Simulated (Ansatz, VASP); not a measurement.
**CdF2 in VASP and in Ansatz**

```xyz
3
Lattice="0.0000 2.7408 2.7408 2.7408 0.0000 2.7408 2.7408 2.7408 0.0000" Properties=species:S:1:pos:R:3 pbc="T T T"
Cd    0.0000    0.0000    0.0000
F     4.1111    4.1111    4.1111
F     1.3704    1.3704    1.3704
```

Alike in both runs: functional PBE; k mesh 8 × 8 × 8; no spin polarisation.

Ansatz relaxed the structure, and its values are those at the end. VASP's run is a single point on that final structure, the one shown.

|  | VASP | Ansatz |
| --- | --- | --- |
| version | VASP 6.6.1 | Ansatz 0.2.0 |
| potentials or method | VASP PAW PBE potentials, release 64 (Cd, F), cutoff 520 eV | scalar-relativistic, plane waves, PAW |
| occupations | gaussian, width 0.01 eV | fixed |
| valence electrons in the cell | 26 | 34 |

Ansatz gave:

| Item | Value |
| --- | --- |
| gap on the k mesh at the Fermi level (eV) | 2.92 |
| least direct gap on the mesh (eV) | 3.47 |
| pressure (GPa) | 0.0 |

**Question.** Estimate VASP's values.

**Answer.** gap on the k mesh at the Fermi level (eV): 2.89; least direct gap on the mesh (eV): 3.44; pressure (GPa): 0.5.

VASP's potentials hold 26 valence electrons a cell and Ansatz's 34, so a difference there can come from the potentials and not from the codes.
